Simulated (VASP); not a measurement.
# Zn2Br3 (P-3m1) in VASP: single point with PBE

Aim: the single point of Zn2Br3 with PBE.

Everything below comes from runs of VASP 6.6.1. Logs are shortened: lines on timing, memory, paths and dates and some standing lists are left out, and cuts for length are marked.

### Step 1. The cell of the first run

The structure is trigonal, space group P-3m1 (No. 164). Conventional cell: a = 3.924 Å, b = 3.924 Å, c = 10.409 Å, α = 90.00°, β = 90.00°, γ = 120.00°. Zn (site symmetry 3m) has 6 Br at 2.65 to 2.88 Å within 3.5 Å. Br (site symmetry -3m) has 6 Zn at 2.88 Å and 12 Br at 3.88 to 3.92 Å within 4.0 Å. Br (site symmetry 3m) has 3 Zn at 2.65 Å within 3.5 Å.

### Step 2. Single point, PBE

File INCAR:

```
PREC = Accurate
ENCUT = 520
EDIFF = 1E-7
ISMEAR = 0
SIGMA = 0.1
LREAL = False
LASPH = True
NELM = 60
ALGO = Normal
ISIF = 2
LWAVE = False
LCHARG = False
GGA = PE
NBANDS = 30
```

File KPOINTS:

```
Automatic mesh
0
Gamma
  12 12 4
```

File POSCAR:

```
Zn2Br3
1.0
    3.9243292662      0.0000000000      0.0000000000
   -1.9621646331      3.3985688373      0.0000000000
    0.0000000000      0.0000000000     10.4087042556
Zn Br
2 3
Direct
    0.3333333333      0.6666666667      0.1710428459
    0.6666666667      0.3333333333      0.8289571541
    0.0000000000      0.0000000000      0.0000000000
    0.3333333333      0.6666666667      0.6977996127
    0.6666666667      0.3333333333      0.3022003873
```

Potentials or basis: VASP PAW PBE potentials, release 64 (Zn, Br).

Command:

```
$ cat potpaw_PBE.64/Zn/POTCAR potpaw_PBE.64/Br/POTCAR > POTCAR
$ mpirun -np 1 vasp_std > vasp.out
```

OUTCAR:

```text
PREC = Accurate
   ENCUT = 520
   EDIFF = 1E-7
   ISMEAR = 0
   LREAL = False
   LASPH = True
   NELM = 60
   ISIF = 2
   GGA = PE

 ion  position               nearest neighbor table
   1  0.333  0.667  0.171-   5 2.65   5 2.65   5 2.65   3 2.88   3 2.88   3 2.88
   2  0.667  0.333  0.829-   4 2.65   4 2.65   4 2.65   3 2.88   3 2.88   3 2.88
   3  0.000  0.000  0.000-   1 2.88   2 2.88   1 2.88   2 2.88   2 2.88   1 2.88
   4  0.333  0.667  0.698-   2 2.65   2 2.65   2 2.65
   5  0.667  0.333  0.302-   1 2.65   1 2.65   1 2.65

  LATTYP: Found a hexagonal cell.
 ALAT       =     3.9243292662
 C/A-ratio  =     2.6523524275

  Lattice vectors:

 A1 = (   3.9243292662,   0.0000000000,   0.0000000000)
 A2 = (  -1.9621646331,   3.3985688373,   0.0000000000)
 A3 = (   0.0000000000,   0.0000000000,  10.4087042556)

Analysis of symmetry for initial positions (statically):
=====================================================================
 Subroutine PRICEL returns:
 Original cell was already a primitive cell.

 Routine SETGRP: Setting up the symmetry group for a
 hexagonal supercell.

 Subroutine GETGRP returns: Found 12 space group operations
 (whereof 12 operations were pure point group operations)
 out of a pool of 24 trial point group operations.

The static configuration has the point symmetry D_3d.

Analysis of symmetry for dynamics (positions and initial velocities):
=====================================================================
 Subroutine PRICEL returns:
 Original cell was already a primitive cell.

 Routine SETGRP: Setting up the symmetry group for a
 hexagonal supercell.

 Subroutine GETGRP returns: Found 12 space group operations
 (whereof 12 operations were pure point group operations)
 out of a pool of 24 trial point group operations.

The dynamic configuration has the point symmetry D_3d.

 Subroutine INISYM returns: Found 12 space group operations
 (whereof 12 operations are pure point group operations),
 and found     1 'primitive' translations

----------------------------------------------------------------------------------------

                                     Primitive cell

  volume of cell :     138.8220

  direct lattice vectors                    reciprocal lattice vectors
     3.924329266  0.000000000  0.000000000     0.254820616  0.147120751  0.000000000
    -1.962164633  3.398568837  0.000000000     0.000000000  0.294241502  0.000000000
     0.000000000  0.000000000 10.408704256     0.000000000  0.000000000  0.096073438

  length of vectors
     3.924329266  3.924329266 10.408704256     0.294241502  0.294241502  0.096073438

  position of ions in fractional coordinates (direct lattice)
     0.333333333  0.666666667  0.171042846
     0.666666667  0.333333333  0.828957154
     0.000000000  0.000000000  0.000000000
     0.333333333  0.666666667  0.697799613
     0.666666667  0.333333333  0.302200387

  ion indices of the primitive-cell ions
   primitive index   ion index
                 1           1
                 2           2
                 3           3
                 4           4
                 5           5

----------------------------------------------------------------------------------------

 KPOINTS: Automatic mesh

Automatic generation of k-mesh.
 Grid dimensions read from file:
 generate k-points for:   12   12    4

 Generating k-lattice:

  Cartesian coordinates                     Fractional coordinates (reciprocal lattice)
     0.021235051  0.012260063  0.000000000     0.083333333  0.000000000  0.000000000
     0.000000000  0.024520125  0.000000000     0.000000000  0.083333333  0.000000000
     0.000000000  0.000000000  0.024018359     0.000000000  0.000000000  0.250000000

  Length of vectors
     0.024520125  0.024520125  0.024018359

  Shift w.r.t. Gamma in fractional coordinates (k-lattice)
     0.000000000  0.000000000  0.000000000

 Subroutine IBZKPT returns following result:
 ===========================================

 Found     69 irreducible k-points:

 Following reciprocal coordinates:
            Coordinates               Weight
  0.000000  0.000000  0.000000      1.000000
  0.083333  0.000000  0.000000      6.000000
  0.166667  0.000000  0.000000      6.000000
  0.250000  0.000000  0.000000      6.000000
  0.333333  0.000000  0.000000      6.000000
  0.416667  0.000000  0.000000      6.000000
[... 16 lines left out ...]
  0.166667  0.000000  0.250000      6.000000
  0.000000  0.166667  0.250000      6.000000
 [... further k-points ...]
   k-points           NKPTS =     69   k-points in BZ     NKDIM =     69   number of bands    NBANDS=     30
   number of dos      NEDOS =    301   number of ions     NIONS =      5
   total plane-waves  NPLWV =  72000
   dimension x,y,z NGX =    30 NGY =   30 NGZ =   80
   dimension x,y,z NGXF=    60 NGYF=   60 NGZF=  160
   ions per type =               2   3
   NGX,Y,Z   is equivalent  to a cutoff of  12.71, 12.71, 12.78 a.u.
   NGXF,Y,Z  is equivalent  to a cutoff of  25.42, 25.42, 25.55 a.u.
 SYSTEM =  unknown system
   PREC   = accura    normal or accurate (medium, high low for compatibility)
   ISTART =      0    job   : 0-new  1-cont  2-samecut
   ICHARG =      2    charge: 1-file 2-atom 10-const
   ISPIN  =      1    spin polarized calculation?
   LNONCOLLINEAR =      F non collinear calculations
   LSORBIT =      F    spin-orbit coupling
   LASPH  =      T    aspherical Exc in radial PAW
   ENCUT  =  520.0 eV  38.22 Ry    6.18 a.u.   7.30  7.30 19.35*2*pi/ulx,y,z
   NELM   =     60;   NELMIN=  2; NELMDL= -5     # of ELM steps
   EDIFF  = 0.1E-06   stopping-criterion for ELM
   LREAL  =      F    real-space projection
   EDIFFG = 0.1E-05   stopping-criterion for IOM
   NSW    =      0    number of steps for IOM
   IBRION =     -1    ionic relax: 0-MD 1-quasi-New 2-CG
   NFREE  =      0    steps in history (QN), initial steepest desc. (CG)
   ISIF   =      2    stress and relaxation
   ISYM   =      2    0-nonsym 1-usesym 2-fastsym
   POTIM  = 0.5000    time-step for ionic-motion
   TEBEG  =    0.0;   TEEND  =   0.0 temperature during run
   PSTRESS=    0.0 pullay stress
   NELECT =      45.0000    total number of electrons
   NUPDOWN=      -1.0000    fix difference up-down
   EMIN   =  10.00;   EMAX   =-10.00  energy-range for DOS
   EFERMI =   0.00;   METHOD = LEGACY
   ISMEAR =     0;   SIGMA  =   0.10  broadening in eV -4-tet -1-fermi 0-gaus
   EFERMI_NEDOS =   21; number of points for ismear=-14 and -15
   IALGO  =     38    algorithm
   IMIX   =      4    mixing-type and parameters
     AMIX     =   0.40;   BMIX     =  1.00
     AMIX_MAG =   1.60;   BMIX_MAG =  1.00
  volume/ion in A,a.u.               =      27.76       187.36
  Fermi-wavevector in a.u.,A,eV,Ry     =   1.124587  2.125161 17.207223  1.264695
  Thomas-Fermi vector in A             =   2.261259
   LORBIT       =      0    0 simple, 1 ext, 2 COOP (PROOUT), +10 PAW based schemes
   GGA     = PE    functional components
   LHFCALC =     F    Hartree Fock is set to
   AEXX    =    0.0000 exact exchange contribution
   IVDW    =     0    specifies the selected vdW correction
   LEPSILON=     F    determine dielectric tensor
   LRPA    =     F    only Hartree local field effects (RPA)
 non-spin polarized calculation
 Gauss-broadening in eV      SIGMA  =   0.10
  energy-cutoff  :      520.00
  volume of cell :      138.82
 maximum number of plane-waves:      3789
 NGX is ok and might be reduce to    30
   NGX = 15   NGY = 15   NGZ = 39

 number of electron      44.9999977 magnetization

 Free energy of the ion-electron system (eV)
  ---------------------------------------------------
  ext. energy  EPLUGINS =         0.00000000
  ---------------------------------------------------
  free energy    TOTEN  =        -9.73405877 eV

  energy without entropy =       -9.72744786  energy(sigma->0) =       -9.73075331

 E-fermi :   2.3827     XC(G=0):  -8.4443

 val. band max:        2.3632245745   @ k =   0.1667   0.0000   0.0000
 cond. band min:       2.4330943108   @ k =   0.0833   0.0833   0.5000
 fundamental gap:      0.0698697363
 Fermi energy:         2.3826893688

 k-point     1 :       0.0000    0.0000    0.0000
  band No.  band energies     occupation
      1     -14.7031      2.00000
      2     -14.2185      2.00000
      3     -14.0829      2.00000
      4      -5.6392      2.00000
      5      -5.6392      2.00000
      6      -5.6188      2.00000
[... 22 lines left out ...]
     29       7.5821      0.00000
     30       7.8209      0.00000

 k-point     2 :       0.0833    0.0000    0.0000
  band No.  band energies     occupation
      1     -14.6740      2.00000
      2     -14.1964      2.00000
      3     -14.0686      2.00000
      4      -5.6328      2.00000
      5      -5.6328      2.00000
      6      -5.6296      2.00000
[... 22 lines left out ...]
     29       7.4318      0.00000
     30       7.8900      0.00000

 k-point     3 :       0.1667    0.0000    0.0000
  band No.  band energies     occupation
      1     -14.5924      2.00000
      2     -14.1351      2.00000
      3     -14.0294      2.00000
      4      -5.6519      2.00000
      5      -5.6173      2.00000
      6      -5.6102      2.00000
[... 22 lines left out ...]
     29       7.7010      0.00000
     30       7.8611      0.00000

 k-point     4 :       0.2500    0.0000    0.0000
  band No.  band energies     occupation
      1     -14.4752      2.00000
      2     -14.0490      2.00000
      3     -13.9758      2.00000
      4      -5.6662      2.00000
      5      -5.6032      2.00000
      6      -5.5674      2.00000
[... 22 lines left out ...]
     29       7.4926      0.00000
     30       7.7895      0.00000

 k-point     5 :       0.3333    0.0000    0.0000
  band No.  band energies     occupation
      1     -14.3499      2.00000
      2     -13.9605      2.00000
      3     -13.9223      2.00000
      4      -5.6550      2.00000
      5      -5.5997      2.00000
      6      -5.5354      2.00000
[... 22 lines left out ...]
     29       7.1625      0.00000
     30       7.8861      0.00000
[... 526 lines left out ...]
     29       7.3966      0.00000
     30       7.9176      0.00000

 k-point    22 :       0.0000    0.0833    0.2500
  band No.  band energies     occupation
      1     -14.6719      2.00000
      2     -14.2091      2.00000
      3     -14.0578      2.00000
      4      -5.6346      2.00000
      5      -5.6329      2.00000
      6      -5.6309      2.00000
[... 22 lines left out ...]
     29       7.5300      0.00000
     30       7.8102      0.00000

 k-point    23 :       0.1667    0.0000    0.2500
  band No.  band energies     occupation
      1     -14.5906      2.00000
      2     -14.1468      2.00000
      3     -14.0194      2.00000
      4      -5.6525      2.00000
      5      -5.6175      2.00000
      6      -5.6102      2.00000
[... 22 lines left out ...]
     29       7.5332      0.00000
     30       8.0152      0.00000

 k-point    24 :       0.0000    0.1667    0.2500
  band No.  band energies     occupation
      1     -14.5906      2.00000
      2     -14.1470      2.00000
      3     -14.0192      2.00000
      4      -5.6515      2.00000
      5      -5.6173      2.00000
      6      -5.6074      2.00000
[... 22 lines left out ...]
     29       7.3992      0.00000
     30       8.0376      0.00000

 [... further k-points ...]

------------------------ aborting loop because EDIFF is reached ----------------------------------------

  FORCE on cell =-STRESS in cart. coord.  units (eV):
  Direction    XX          YY          ZZ          XY          YZ          ZX
  --------------------------------------------------------------------------------------
  -------------------------------------------------------------------------------------
  Total        0.0601259      0.0601259      0.0467698      0.0000000     -0.0000000      0.0000000
  in kB        0.6939269      0.6939269      0.5397819      0.0000000     -0.0000000      0.0000000
  external PRESSURE =       0.6425453 kB  Pullay stress =       0.0000000 kB

 VOLUME and BASIS-vectors are now :
 -----------------------------------------------------------------------------
  energy-cutoff  :      520.00
  volume of cell :      138.82
      direct lattice vectors                 reciprocal lattice vectors
     3.924329266  0.000000000  0.000000000     0.254820616  0.147120751  0.000000000
    -1.962164633  3.398568837  0.000000000     0.000000000  0.294241502  0.000000000
     0.000000000  0.000000000 10.408704256     0.000000000  0.000000000  0.096073438

 POSITION                                       TOTAL-FORCE (eV/Angst)
 -----------------------------------------------------------------------------------
     -0.00000      2.26571      1.78033        -0.000000     -0.000000     -0.007123
      1.96216      1.13286      8.62837         0.000000      0.000000      0.007123
      0.00000      0.00000      0.00000        -0.000000      0.000000      0.000000
     -0.00000      2.26571      7.26319         0.000000      0.000000     -0.012341
      1.96216      1.13286      3.14551        -0.000000     -0.000000      0.012341
 -----------------------------------------------------------------------------------
    total drift:                                0.000000      0.000000     -0.000000

  FREE ENERGIE OF THE ION-ELECTRON SYSTEM (eV)
  ---------------------------------------------------
  free  energy   TOTEN  =        -9.7340587658 eV

  energy  without entropy=       -9.7274478600  energy(sigma->0) =       -9.73075331
```

Run time: 2.4 min. Hardware: 1 thread of Intel Xeon 6975P-C (Granite Rapids), shared host; peak memory 0.4 GiB.

Results:

```yaml
Free_energy: -9.7341 eV
Pressure: 0.1 GPa
Largest_force: 0.012 eV/Å
Band_gap_on_the_k_mesh: zero (an odd number of electrons rules out a gap without spin polarisation)
```

Forces in eV/Å, atoms in the order of the input:
```
Zn   0.000  0.000 -0.007
Zn   0.000  0.000  0.007
Br   0.000  0.000  0.000
Br   0.000  0.000 -0.012
Br   0.000  0.000  0.012
```

Caveat: this functional lacks dispersion, which binds layers or chains, so the pressure and a relaxed spacing across them are unreliable; an odd number of electrons without spin polarisation forces a metal; a magnetic or distorted state may lie lower.

The gap in the log of VASP goes by the Fermi energy; the results here count the filled bands.